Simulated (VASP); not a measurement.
# Os2Rh (Fd-3m) in VASP: notebook

Os2Rh is run at these levels: PBE; tasks: single point, relaxation of cell and atoms.

Everything below comes from runs of VASP 6.6.1. Logs are shortened: lines on timing, memory, paths and dates and some standing lists are left out, and cuts for length are marked.

## Step 1: The cell of the first run

Symmetry: Fd-3m, No. 227, cubic system. Conventional cell: a = 6.829 Å, b = 6.829 Å, c = 6.829 Å, α = 90.00°, β = 90.00°, γ = 90.00°. Within 3.2 Å of Os (site symmetry -3m) lie 6 Os at 2.41 Å and 6 Rh at 2.83 Å. Within 3.7 Å of Rh (site symmetry -43m) lie 12 Os at 2.83 Å and 4 Rh at 2.96 Å.

## Step 2: Single point, PBE

Contents of INCAR:

```
SYSTEM = Os2Rh
ALGO = Normal
EDIFF = 1E-6
ENCUT = 520
GGA = PE
ISIF = 2
ISMEAR = 0
LASPH = .TRUE.
LCHARG = .FALSE.
LREAL = .FALSE.
LWAVE = .FALSE.
NBANDS = 40
NELM = 80
PREC = Accurate
SIGMA = 0.1
```

Contents of KPOINTS:

```
k-points
0
G
  4 4 4
  0 0 0
```

Contents of POSCAR:

```
Os2Rh
1.0
    0.0000000000      3.4143010041      3.4143010041
    3.4143010041      0.0000000000      3.4143010041
    3.4143010041      3.4143010041      0.0000000000
Os Rh
4 2
Direct
    0.6250000000      0.6250000000      0.6250000000
    0.1250000000      0.6250000000      0.6250000000
    0.6250000000      0.6250000000      0.1250000000
    0.6250000000      0.1250000000      0.6250000000
    0.0000000000      0.0000000000      0.0000000000
    0.2500000000      0.2500000000      0.2500000000
```

Potentials or basis: VASP PAW PBE potentials, release 64 (Os, Rh_pv).

Run with:

```bash
$ cat potpaw_PBE.64/Os/POTCAR potpaw_PBE.64/Rh_pv/POTCAR > POTCAR
$ mpirun -np 1 vasp_std > vasp.out
```

OUTCAR:

```text
SYSTEM = Os2Rh
   EDIFF = 1E-6
   ENCUT = 520
   GGA = PE
   ISIF = 2
   ISMEAR = 0
   LASPH = .TRUE.
   LREAL = .FALSE.
   NELM = 80
   PREC = Accurate

 ion  position               nearest neighbor table
   1  0.625  0.625  0.625-   2 2.41   3 2.41   4 2.41   3 2.41   4 2.41   2 2.41   6 2.83   5 2.83
                             6 2.83   5 2.83   6 2.83   5 2.83
   2  0.125  0.625  0.625-   1 2.41   3 2.41   4 2.41   1 2.41   3 2.41   4 2.41   5 2.83   6 2.83
                             5 2.83   5 2.83   6 2.83   6 2.83
   3  0.625  0.625  0.125-   1 2.41   1 2.41   2 2.41   4 2.41   4 2.41   2 2.41   6 2.83   5 2.83
                             6 2.83   5 2.83   6 2.83   5 2.83
   4  0.625  0.125  0.625-   1 2.41   3 2.41   1 2.41   2 2.41   3 2.41   2 2.41   5 2.83   6 2.83
                             5 2.83   6 2.83   6 2.83   5 2.83
   5  0.000  0.000  0.000-   1 2.83   3 2.83   4 2.83   1 2.83   2 2.83   3 2.83   1 2.83   2 2.83
                             4 2.83   2 2.83   3 2.83   4 2.83   6 2.96   6 2.96   6 2.96   6 2.96
   6  0.250  0.250  0.250-   2 2.83   3 2.83   4 2.83   1 2.83   2 2.83   4 2.83   1 2.83   2 2.83
                             3 2.83   1 2.83   3 2.83   4 2.83   5 2.96   5 2.96   5 2.96   5 2.96

  LATTYP: Found a face centered cubic cell.
 ALAT       =     6.8286020082

  Lattice vectors:

 A1 = (   0.0000000000,   3.4143010041,   3.4143010041)
 A2 = (   3.4143010041,   0.0000000000,   3.4143010041)
 A3 = (   3.4143010041,   3.4143010041,   0.0000000000)

Analysis of symmetry for initial positions (statically):
=====================================================================
 Subroutine PRICEL returns:
 Original cell was already a primitive cell.

 Routine SETGRP: Setting up the symmetry group for a
 face centered cubic supercell.

 Subroutine GETGRP returns: Found 48 space group operations
 (whereof 24 operations were pure point group operations)
 out of a pool of 48 trial point group operations.

The static configuration has the point symmetry T_d .
 The point group associated with its full space group is O_h .

Analysis of symmetry for dynamics (positions and initial velocities):
=====================================================================
 Subroutine PRICEL returns:
 Original cell was already a primitive cell.

 Routine SETGRP: Setting up the symmetry group for a
 face centered cubic supercell.

 Subroutine GETGRP returns: Found 48 space group operations
 (whereof 24 operations were pure point group operations)
 out of a pool of 48 trial point group operations.

The dynamic configuration has the point symmetry T_d .
 The point group associated with its full space group is O_h .

 Subroutine INISYM returns: Found 48 space group operations
 (whereof 24 operations are pure point group operations),
 and found     1 'primitive' translations

----------------------------------------------------------------------------------------

                                     Primitive cell

  volume of cell :      79.6041

  direct lattice vectors                    reciprocal lattice vectors
     0.000000000  3.414301004  3.414301004    -0.146442859  0.146442859  0.146442859
     3.414301004  0.000000000  3.414301004     0.146442859 -0.146442859  0.146442859
     3.414301004  3.414301004  0.000000000     0.146442859  0.146442859 -0.146442859

  length of vectors
     4.828550786  4.828550786  4.828550786     0.253646472  0.253646472  0.253646472

  position of ions in fractional coordinates (direct lattice)
     0.625000000  0.625000000  0.625000000
     0.125000000  0.625000000  0.625000000
     0.625000000  0.625000000  0.125000000
     0.625000000  0.125000000  0.625000000
     0.000000000  0.000000000  0.000000000
     0.250000000  0.250000000  0.250000000

  ion indices of the primitive-cell ions
   primitive index   ion index
                 1           1
                 2           2
                 3           3
                 4           4
                 5           5
                 6           6

----------------------------------------------------------------------------------------

 KPOINTS: k-points

Automatic generation of k-mesh.
 Grid dimensions read from file:
 generate k-points for:    4    4    4

 Generating k-lattice:

  Cartesian coordinates                     Fractional coordinates (reciprocal lattice)
    -0.036610715  0.036610715  0.036610715     0.250000000  0.000000000  0.000000000
     0.036610715 -0.036610715  0.036610715     0.000000000  0.250000000  0.000000000
     0.036610715  0.036610715 -0.036610715     0.000000000  0.000000000  0.250000000

  Length of vectors
     0.063411618  0.063411618  0.063411618

  Shift w.r.t. Gamma in fractional coordinates (k-lattice)
     0.000000000  0.000000000  0.000000000

 Subroutine IBZKPT returns following result:
 ===========================================

 Found      8 irreducible k-points:

 Following reciprocal coordinates:
            Coordinates               Weight
  0.000000  0.000000  0.000000      1.000000
  0.250000  0.000000  0.000000      8.000000
  0.500000  0.000000  0.000000      4.000000
  0.250000  0.250000  0.000000      6.000000
  0.500000  0.250000  0.000000     24.000000
 -0.250000  0.250000  0.000000     12.000000
  0.500000  0.500000  0.000000      3.000000
 -0.250000  0.500000  0.250000      6.000000
   k-points           NKPTS =      8   k-points in BZ     NKDIM =      8   number of bands    NBANDS=     40
   number of dos      NEDOS =    301   number of ions     NIONS =      6
   total plane-waves  NPLWV =  46656
   dimension x,y,z NGX =    36 NGY =   36 NGZ =   36
   dimension x,y,z NGXF=    72 NGYF=   72 NGZF=   72
   ions per type =               4   2
   NGX,Y,Z   is equivalent  to a cutoff of  12.39, 12.39, 12.39 a.u.
   NGXF,Y,Z  is equivalent  to a cutoff of  24.79, 24.79, 24.79 a.u.
 SYSTEM =  Os2Rh
   PREC   = accura    normal or accurate (medium, high low for compatibility)
   ISTART =      0    job   : 0-new  1-cont  2-samecut
   ICHARG =      2    charge: 1-file 2-atom 10-const
   ISPIN  =      1    spin polarized calculation?
   LNONCOLLINEAR =      F non collinear calculations
   LSORBIT =      F    spin-orbit coupling
   LASPH  =      T    aspherical Exc in radial PAW
   ENCUT  =  520.0 eV  38.22 Ry    6.18 a.u.   8.98  8.98  8.98*2*pi/ulx,y,z
   NELM   =     80;   NELMIN=  2; NELMDL= -5     # of ELM steps
   EDIFF  = 0.1E-05   stopping-criterion for ELM
   LREAL  =      F    real-space projection
   EDIFFG = 0.1E-04   stopping-criterion for IOM
   NSW    =      0    number of steps for IOM
   IBRION =     -1    ionic relax: 0-MD 1-quasi-New 2-CG
   NFREE  =      0    steps in history (QN), initial steepest desc. (CG)
   ISIF   =      2    stress and relaxation
   ISYM   =      2    0-nonsym 1-usesym 2-fastsym
   POTIM  = 0.5000    time-step for ionic-motion
   TEBEG  =    0.0;   TEEND  =   0.0 temperature during run
   PSTRESS=    0.0 pullay stress
   NELECT =      62.0000    total number of electrons
   NUPDOWN=      -1.0000    fix difference up-down
   EMIN   =  10.00;   EMAX   =-10.00  energy-range for DOS
   EFERMI =   0.00;   METHOD = LEGACY
   ISMEAR =     0;   SIGMA  =   0.10  broadening in eV -4-tet -1-fermi 0-gaus
   EFERMI_NEDOS =   21; number of points for ismear=-14 and -15
   IALGO  =     38    algorithm
   IMIX   =      4    mixing-type and parameters
     AMIX     =   0.40;   BMIX     =  1.00
     AMIX_MAG =   1.60;   BMIX_MAG =  1.00
  volume/ion in A,a.u.               =      13.27        89.53
  Fermi-wavevector in a.u.,A,eV,Ry     =   1.506238  2.846377 30.868256  2.268753
  Thomas-Fermi vector in A             =   2.616982
   LORBIT       =      0    0 simple, 1 ext, 2 COOP (PROOUT), +10 PAW based schemes
   GGA     = PE    functional components
   LHFCALC =     F    Hartree Fock is set to
   AEXX    =    0.0000 exact exchange contribution
   IVDW    =     0    specifies the selected vdW correction
   LEPSILON=     F    determine dielectric tensor
   LRPA    =     F    only Hartree local field effects (RPA)
 non-spin polarized calculation
 Gauss-broadening in eV      SIGMA  =   0.10
  energy-cutoff  :      520.00
  volume of cell :       79.60
 maximum number of plane-waves:      2164
   NGX = 17   NGY = 17   NGZ = 17

 number of electron      62.0000013 magnetization

 Free energy of the ion-electron system (eV)
  ---------------------------------------------------
  ext. energy  EPLUGINS =         0.00000000
  ---------------------------------------------------
  free energy    TOTEN  =       -52.86865461 eV

  energy without entropy =      -52.82029074  energy(sigma->0) =      -52.84447268

 E-fermi :  11.4557     XC(G=0): -14.2490

 val. band max:       11.4392683393   @ k =   0.2500   0.0000   0.0000
 cond. band min:      11.5070116088   @ k =  -0.2500   0.2500   0.0000
 fundamental gap:      0.0677432695
 Fermi energy:        11.4557014494

 k-point     1 :       0.0000    0.0000    0.0000
  band No.  band energies     occupation
      1     -35.4281      2.00000
      2     -35.4281      2.00000
      3     -35.4281      2.00000
      4     -35.3459      2.00000
      5     -35.3459      2.00000
      6     -35.3459      2.00000
[... 32 lines left out ...]
     39      16.3954      0.00000
     40      16.3954      0.00000

 k-point     2 :       0.2500    0.0000    0.0000
  band No.  band energies     occupation
      1     -35.4304      2.00000
      2     -35.4304      2.00000
      3     -35.4241      2.00000
      4     -35.3512      2.00000
      5     -35.3432      2.00000
      6     -35.3432      2.00000
[... 247 lines left out ...]
     39      15.8782      0.00000
     40      15.8782      0.00000

 k-point     8 :      -0.2500    0.5000    0.2500
  band No.  band energies     occupation
      1     -35.4408      2.00000
      2     -35.4408      2.00000
      3     -35.3869      2.00000
      4     -35.3869      2.00000
      5     -35.3339      2.00000
      6     -35.3339      2.00000
[... 32 lines left out ...]
     39      13.9645      0.00000
     40      13.9645      0.00000

------------------------ aborting loop because EDIFF is reached ----------------------------------------

  FORCE on cell =-STRESS in cart. coord.  units (eV):
  Direction    XX          YY          ZZ          XY          YZ          ZX
  --------------------------------------------------------------------------------------
  -------------------------------------------------------------------------------------
  Total       32.3504090     32.3504090     32.3504090      0.0000000      0.0000000      0.0000000
  in kB      651.1108682    651.1108682    651.1108682      0.0000000      0.0000000      0.0000000
  external PRESSURE =     651.1108682 kB  Pullay stress =       0.0000000 kB

 VOLUME and BASIS-vectors are now :
 -----------------------------------------------------------------------------
  energy-cutoff  :      520.00
  volume of cell :       79.60
      direct lattice vectors                 reciprocal lattice vectors
     0.000000000  3.414301004  3.414301004    -0.146442859  0.146442859  0.146442859
     3.414301004  0.000000000  3.414301004     0.146442859 -0.146442859  0.146442859
     3.414301004  3.414301004  0.000000000     0.146442859  0.146442859 -0.146442859

 POSITION                                       TOTAL-FORCE (eV/Angst)
 -----------------------------------------------------------------------------------
      4.26788      4.26788      4.26788         0.000000      0.000000      0.000000
      4.26788      2.56073      2.56073         0.000000      0.000000      0.000000
      2.56073      2.56073      4.26788         0.000000      0.000000      0.000000
      2.56073      4.26788      2.56073         0.000000      0.000000      0.000000
      0.00000      0.00000      0.00000        -0.000000     -0.000000      0.000000
      1.70715      1.70715      1.70715        -0.000000      0.000000     -0.000000
 -----------------------------------------------------------------------------------
    total drift:                               -0.000000     -0.000000      0.000000

  FREE ENERGIE OF THE ION-ELECTRON SYSTEM (eV)
  ---------------------------------------------------
  free  energy   TOTEN  =       -52.8686546131 eV

  energy  without entropy=      -52.8202907399  energy(sigma->0) =      -52.84447268
```

It took 14 s on 1 thread of Intel Xeon 6975P-C (Granite Rapids), shared host; peak memory 0.2 GiB.

Results:

```yaml
Free_energy: -52.8687 eV
Pressure: 65.1 GPa
Band_gap_on_the_k_mesh: zero (band 31 reaches 12.15 eV, above the bottom of band 32 at 10.84 eV)
```

Caveat: the k points lie up to 0.40 Å⁻¹ apart; spin-orbit coupling is left out, which moves the levels of the heavy elements.

(Part 1 of 2 ends here.)
